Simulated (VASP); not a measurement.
# I (I4/mmm) in VASP: notebook

The runs below take I through single point, with PBEsol.

All numbers are computed with VASP 6.6.1; they aren't measurements. Logs are shortened: lines on timing, memory, paths and dates and some standing lists are left out, and cuts for length are marked.

**1. The cell of the first run**

Symmetry: I4/mmm, No. 139, tetragonal system. Conventional cell: a = 3.356 Å, b = 3.356 Å, c = 8.081 Å, α = 90.00°, β = 90.00°, γ = 90.00°. Within 4.4 Å of I (site symmetry 4/mmm) lie 4 I at 3.36 Å.

**2. Single point, PBEsol (strained)**

Contents of INCAR:

```
SYSTEM = I
  PREC = Accurate
  ENCUT = 520
  EDIFF = 1E-7
  ISMEAR = 0
  SIGMA = 0.1
  LREAL = .FALSE.
  LASPH = .TRUE.
  NELM = 100
  ALGO = Normal
  ISIF = 2
  LWAVE = .FALSE.
  LCHARG = .TRUE.
  GGA = PS
  LELF = .TRUE.
  LVHAR = .TRUE.
  NBANDS = 10
```

Contents of KPOINTS:

```
regular mesh
0
G
  18 18 18
  0 0 0
```

Contents of POSCAR:

```
I
1.0
   -1.6779003307      1.6779003307      4.0403511550
    1.6779003307     -1.6779003307      4.0403511550
    1.6779003307      1.6779003307     -4.0403511550
I
1
Direct
    0.0000000000      0.0000000000      0.0000000000
```

Potentials or basis: VASP PAW PBE potentials, release 64 (I).

On the command line:

```sh
$ cat potpaw_PBE.64/I/POTCAR > POTCAR
$ mpirun -np 1 vasp_std > vasp.out
```

OUTCAR:

```text
SYSTEM = I
   PREC = Accurate
   ENCUT = 520
   EDIFF = 1E-7
   ISMEAR = 0
   LREAL = .FALSE.
   LASPH = .TRUE.
   NELM = 100
   ISIF = 2
   GGA = PS

 ion  position               nearest neighbor table
   1  0.000  0.000  0.000-

  LATTYP: Found a body centered tetragonal cell.
 ALAT       =     3.3558006614
 C/A-ratio  =     2.4079804271

  Lattice vectors:

 A1 = (  -1.6779003307,   1.6779003307,   4.0403511550)
 A2 = (   1.6779003307,  -1.6779003307,   4.0403511550)
 A3 = (   1.6779003307,   1.6779003307,  -4.0403511550)

Analysis of symmetry for initial positions (statically):
=====================================================================
 Subroutine PRICEL returns:
 Original cell was already a primitive cell.

 Routine SETGRP: Setting up the symmetry group for a
 body centered tetragonal supercell.

 Subroutine GETGRP returns: Found 16 space group operations
 (whereof 16 operations were pure point group operations)
 out of a pool of 16 trial point group operations.

The static configuration has the point symmetry D_4h.

Analysis of symmetry for dynamics (positions and initial velocities):
=====================================================================
 Subroutine PRICEL returns:
 Original cell was already a primitive cell.

 Routine SETGRP: Setting up the symmetry group for a
 body centered tetragonal supercell.

 Subroutine GETGRP returns: Found 16 space group operations
 (whereof 16 operations were pure point group operations)
 out of a pool of 16 trial point group operations.

The dynamic configuration has the point symmetry D_4h.

 Subroutine INISYM returns: Found 16 space group operations
 (whereof 16 operations are pure point group operations),
 and found     1 'primitive' translations

----------------------------------------------------------------------------------------

                                     Primitive cell

  volume of cell :      45.5000

  direct lattice vectors                    reciprocal lattice vectors
    -1.677900331  1.677900331  4.040351155     0.000000000  0.297991478  0.123751620
[... 77 lines left out ...]
   ICHARG =      2    charge: 1-file 2-atom 10-const
   ISPIN  =      1    spin polarized calculation?
   LNONCOLLINEAR =      F non collinear calculations
   LSORBIT =      F    spin-orbit coupling
   LASPH  =      T    aspherical Exc in radial PAW
   ENCUT  =  520.0 eV  38.22 Ry    6.18 a.u.   8.71  8.71  8.71*2*pi/ulx,y,z
   NELM   =    100;   NELMIN=  2; NELMDL= -5     # of ELM steps
   EDIFF  = 0.1E-06   stopping-criterion for ELM
   LREAL  =      F    real-space projection
   EDIFFG = 0.1E-05   stopping-criterion for IOM
   NSW    =      0    number of steps for IOM
   IBRION =     -1    ionic relax: 0-MD 1-quasi-New 2-CG
   NFREE  =      0    steps in history (QN), initial steepest desc. (CG)
   ISIF   =      2    stress and relaxation
   ISYM   =      2    0-nonsym 1-usesym 2-fastsym
   POTIM  = 0.5000    time-step for ionic-motion
   TEBEG  =    0.0;   TEEND  =   0.0 temperature during run
   PSTRESS=    0.0 pullay stress
   NELECT =       7.0000    total number of electrons
   NUPDOWN=      -1.0000    fix difference up-down
   EMIN   =  10.00;   EMAX   =-10.00  energy-range for DOS
   EFERMI =   0.00;   METHOD = LEGACY
   ISMEAR =     0;   SIGMA  =   0.10  broadening in eV -4-tet -1-fermi 0-gaus
   EFERMI_NEDOS =   21; number of points for ismear=-14 and -15
   IALGO  =     38    algorithm
   IMIX   =      4    mixing-type and parameters
     AMIX     =   0.40;   BMIX     =  1.00
     AMIX_MAG =   1.60;   BMIX_MAG =  1.00
  volume/ion in A,a.u.               =      45.50       307.05
  Fermi-wavevector in a.u.,A,eV,Ry     =   0.877210  1.657687 10.469654  0.769498
  Thomas-Fermi vector in A             =   1.997127
   LORBIT       =      0    0 simple, 1 ext, 2 COOP (PROOUT), +10 PAW based schemes
   GGA     = PS    functional components
   LHFCALC =     F    Hartree Fock is set to
   AEXX    =    0.0000 exact exchange contribution
   IVDW    =     0    specifies the selected vdW correction
   LEPSILON=     F    determine dielectric tensor
   LRPA    =     F    only Hartree local field effects (RPA)
 non-spin polarized calculation
 Gauss-broadening in eV      SIGMA  =   0.10
  energy-cutoff  :      520.00
  volume of cell :       45.50
 maximum number of plane-waves:      1247
   NGX = 17   NGY = 17   NGZ = 17

 number of electron       7.0000000 magnetization

 Free energy of the ion-electron system (eV)
  ---------------------------------------------------
  ext. energy  EPLUGINS =         0.00000000
  ---------------------------------------------------
  free energy    TOTEN  =        -1.59182511 eV

  energy without entropy =       -1.58797160  energy(sigma->0) =       -1.58989836

 E-fermi :   1.9769     XC(G=0):  -7.9489

 val. band max:        1.9769111398   @ k =  -0.1667  -0.1667   0.0556
 cond. band min:       1.9914411095   @ k =  -0.2778  -0.3333   0.1667
 fundamental gap:      0.0145299697
 Fermi energy:         1.9769214760

 k-point     1 :       0.0000    0.0000    0.0000
  band No.  band energies     occupation
      1     -11.1009      2.00000
      2       0.5443      2.00000
      3       2.8092      0.00000
      4       2.8092      0.00000
      5       6.7451      0.00000
      6       9.6800      0.00000
      7      10.0134      0.00000
      8      14.0957      0.00000
      9      14.0957      0.00000
     10      14.2872      0.00000
[... 287 lines left out ...]
 k-point    24 :      -0.2222    0.0556    0.0000
  band No.  band energies     occupation
      1     -10.6877      2.00000
      2       0.2072      2.00000
      3       0.7113      2.00000
      4       2.8321      0.00000
      5       7.7411      0.00000
      6      10.1978      0.00000
      7      10.5894      0.00000
      8      13.3749      0.00000
      9      13.7996      0.00000
     10      15.2440      0.00000

 [... further k-points ...]
[... 5 lines left out ...]
  --------------------------------------------------------------------------------------
  -------------------------------------------------------------------------------------
  Total       -1.3486449     -1.3486449     -0.1149378      0.0000000      0.0000000      0.0000000
  in kB      -47.4894117    -47.4894117     -4.0472700      0.0000000      0.0000000      0.0000000
  external PRESSURE =     -33.0086978 kB  Pullay stress =       0.0000000 kB

 VOLUME and BASIS-vectors are now :
 -----------------------------------------------------------------------------
  energy-cutoff  :      520.00
  volume of cell :       45.50
      direct lattice vectors                 reciprocal lattice vectors
    -1.677900331  1.677900331  4.040351155     0.000000000  0.297991478  0.123751620
     1.677900331 -1.677900331  4.040351155     0.297991478  0.000000000  0.123751620
     1.677900331  1.677900331 -4.040351155     0.297991478  0.297991478  0.000000000

 POSITION                                       TOTAL-FORCE (eV/Angst)
 -----------------------------------------------------------------------------------
      0.00000      0.00000      0.00000         0.000000      0.000000     -0.000000
 -----------------------------------------------------------------------------------
    total drift:                               -0.000000      0.000000      0.000000

  FREE ENERGIE OF THE ION-ELECTRON SYSTEM (eV)
  ---------------------------------------------------
  free  energy   TOTEN  =        -1.5918251108 eV

  energy  without entropy=       -1.5879716045  energy(sigma->0) =       -1.58989836
```

OSZICAR:

```text
N       E                     dE             d eps       ncg     rms          rms(c)
DAV:   1     0.205924582560E+02    0.20592E+02   -0.23498E+03  9616   0.483E+02
DAV:   2    -0.599450670478E+00   -0.21192E+02   -0.20556E+02 12254   0.803E+01
DAV:   3    -0.161752615076E+01   -0.10181E+01   -0.10050E+01 12040   0.182E+01
DAV:   4    -0.162847344448E+01   -0.10947E-01   -0.10946E-01 12082   0.231E+00
DAV:   5    -0.162864084295E+01   -0.16740E-03   -0.16740E-03 12118   0.269E-01    0.406E+00
DAV:   6    -0.160249933370E+01    0.26142E-01   -0.20384E-02 10738   0.662E-01    0.251E+00
DAV:   7    -0.159185400944E+01    0.10645E-01   -0.40788E-02 10542   0.954E-01    0.171E-01
DAV:   8    -0.159182064657E+01    0.33363E-04   -0.16418E-03 10650   0.249E-01    0.259E-02
DAV:   9    -0.159182267337E+01   -0.20268E-05   -0.22408E-05 12246   0.344E-02    0.123E-02
DAV:  10    -0.159182456170E+01   -0.18883E-05   -0.30699E-06 11040   0.104E-02    0.238E-03
DAV:  11    -0.159182499195E+01   -0.43025E-06   -0.32893E-07 11488   0.319E-03    0.158E-03
DAV:  12    -0.159182513341E+01   -0.14146E-06   -0.10039E-07 10694   0.172E-03    0.359E-04
DAV:  13    -0.159182511079E+01    0.22616E-07   -0.23964E-09  5480   0.258E-04
   1 F= -.15918251E+01 E0= -.15898984E+01  d E =-.385351E-02
```

stdout:

```text
POSCAR found type information on POSCAR I
 POSCAR found :  1 types and       1 ions
 scaLAPACK will be used
 -----------------------------------------------------------------------------
|                                                                             |
|                                                                             |
|     You enforced a specific xc type in the INCAR file but a different       |
|     I HOPE YOU KNOW WHAT YOU ARE DOING!                                     |
|                                                                             |
 -----------------------------------------------------------------------------

 LDA part: xc-table for (Slater+PW92), standard interpolation
 POSCAR, INCAR and KPOINTS ok, starting setup
 FFT: planning ... GRIDC
 FFT: planning ... GRID_SOFT
 FFT: planning ... GRID
 WAVECAR not read
 entering main loop
```

Wall time 3.7 min (1 thread of Intel Xeon Platinum 8259CL at 2.50GHz (Skylake/Cascade Lake), shared host); peak memory 0.35 GiB.

What came out:

| Item | Value |
| --- | --- |
| Free energy | -1.5918 eV |
| Pressure | -3.3 GPa |

Stress tensor (GPa, compression positive):
```
-4.75  0.00  0.00
 0.00 -4.75  0.00
 0.00  0.00 -0.40
```

Levels at points of the mesh, in eV from the Fermi level:
| k point | band 1 | band 2 | band 3 | band 4 | band 5 | band 6 | band 7 | band 8 |
| --- | --- | --- | --- | --- | --- | --- | --- | --- |
| (0.00, 0.00, 0.00) | -13.08 | -1.43 | 0.83 | 0.83 | 4.77 | 7.70 | 8.04 | 12.12 |
| (0.50, 0.00, 0.00) | -11.96 | -4.30 | -1.27 | 1.52 | 5.26 | 9.22 | 10.38 | 11.56 |
| (0.50, 0.50, 0.00) | -10.95 | -3.37 | -3.11 | -0.36 | 4.48 | 6.55 | 10.09 | 10.67 |
| (0.50, 0.50, 0.50) | -12.89 | -3.21 | 0.66 | 0.66 | 7.12 | 7.21 | 10.12 | 14.18 |

Caveat: the cell differs from its parent crystal (strained); the PAW data sets were made with another functional, which shifts forces and pressure a little; spin-orbit coupling is left out, which moves the levels of the heavy elements; an odd number of electrons without spin polarisation forces a metal; a magnetic or distorted state may lie lower.

**3. Single point, PBEsol (strained)**

Contents of INCAR:

```
PREC = Accurate ; ENCUT = 520
EDIFF = 1E-6 ; ISMEAR = 0
SIGMA = 0.1 ; LREAL = F
LASPH = T ; NELM = 100
ALGO = Normal ; ISIF = 2
LWAVE = F ; LCHARG = T
GGA = PS ; LELF = T
LVHAR = T ; NBANDS = 10
```

Contents of KPOINTS:

```
regular mesh
0
Gamma
  18 18 18
```

Contents of POSCAR:

```
I
1.0
   -1.6481876640      1.6481876640      4.6017278320
    1.6481876640     -1.6481876640      4.6017278320
    1.6481876640      1.6481876640     -4.6017278320
I
1
Direct
    0.0000000000      0.0000000000      0.0000000000
```

Potentials or basis: VASP PAW PBE potentials, release 64 (I).

On the command line:

```sh
$ cat potpaw_PBE.64/I/POTCAR > POTCAR
$ mpirun -np 1 vasp_std > vasp.out
```

Wall time 4.8 min (1 thread of Intel Xeon Platinum 8259CL at 2.50GHz (Skylake/Cascade Lake), shared host); peak memory 0.4 GiB.

It converged, with:

```
Free energy : -1.6178 eV
Pressure    : -2.2 GPa
```

Stress tensor (GPa, compression positive):
```
-3.13  0.00  0.00
 0.00 -3.13  0.00
 0.00  0.00 -0.33
```

Levels at points of the mesh, in eV from the Fermi level:
| k point | band 2 | band 3 | band 4 | band 5 | band 6 | band 7 |
| --- | --- | --- | --- | --- | --- | --- |
| (0.00, 0.00, 0.00) | -2.16 | 0.85 | 0.85 | 4.28 | 7.47 | 7.80 |
| (0.50, 0.00, 0.00) | -4.61 | -1.43 | 1.68 | 5.21 | 9.34 | 9.41 |
| (0.50, 0.50, 0.00) | -3.54 | -3.45 | -0.37 | 4.31 | 6.92 | 8.96 |
| (0.50, 0.50, 0.50) | -3.08 | 0.79 | 0.79 | 7.28 | 7.41 | 8.36 |

Caveat: the cell differs from its parent crystal (strained); the PAW data sets were made with another functional, which shifts forces and pressure a little; spin-orbit coupling is left out, which moves the levels of the heavy elements; an odd number of electrons without spin polarisation forces a metal; a magnetic or distorted state may lie lower.
